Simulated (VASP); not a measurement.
A run of VASP 6.6.1 is set up as follows.

Contents of INCAR:

```
SYSTEM = Ag3F
PREC = Accurate
ENCUT = 600
EDIFF = 1E-7
ISMEAR = 0
SIGMA = 0.1
LREAL = .FALSE.
LASPH = .TRUE.
NELM = 60
ALGO = Normal
ISIF = 3
LWAVE = .FALSE.
LCHARG = .FALSE.
GGA = PE
IBRION = 2
NSW = 90
EDIFFG = -0.04
```

File KPOINTS:

```
Automatic mesh
0
G
  4 4 4
  0 0 0
```

The input POSCAR:

```
Ag3F
1.0
    0.0000000000      3.6475800900      3.6475800900
    3.6475800900      0.0000000000      3.6475800900
    3.6475800900      3.6475800900      0.0000000000
Ag F
3 1
Direct
    0.2500000000      0.2500000000      0.2500000000
    0.7500000000      0.7500000000      0.7500000000
    0.5000000000      0.5000000000      0.5000000000
    0.0000000000      0.0000000000      0.0000000000
```

Potentials or basis: VASP PAW PBE potentials, release 64 (Ag, F).

Launch:

```sh
$ cat potpaw_PBE.64/Ag/POTCAR potpaw_PBE.64/F/POTCAR > POTCAR
$ mpirun -np 1 vasp_std > vasp.out
```

**Question.** What does it give for the relaxed volume?

**Answer.** 16.51 Å³/atom.

**Question.** Estimate the relaxed cell.

**Answer.** a = 4.537 Å, b = 4.537 Å, c = 4.537 Å, α = 60.00°, β = 60.00°, γ = 60.00°.

**Question.** What does it give for the band gap on the k mesh?

**Answer.** Zero (band 20 reaches 6.52 eV, above the bottom of band 21 at 5.77 eV).

Final structure:
```xyz
4
Lattice="0.0000 3.2084 3.2084 3.2084 0.0000 3.2084 3.2084 3.2084 0.0000" Properties=species:S:1:pos:R:3 pbc="T T T"
Ag    1.6042    1.6042    1.6042
Ag    4.8127    4.8127    4.8127
Ag    3.2084    3.2084    3.2084
F     3.2084    6.4169    3.2084
```

Caveat: the k points lie up to 0.42 Å⁻¹ apart in the final cell; the volume moved by over 15 % at a fixed basis, so the end points are rough.
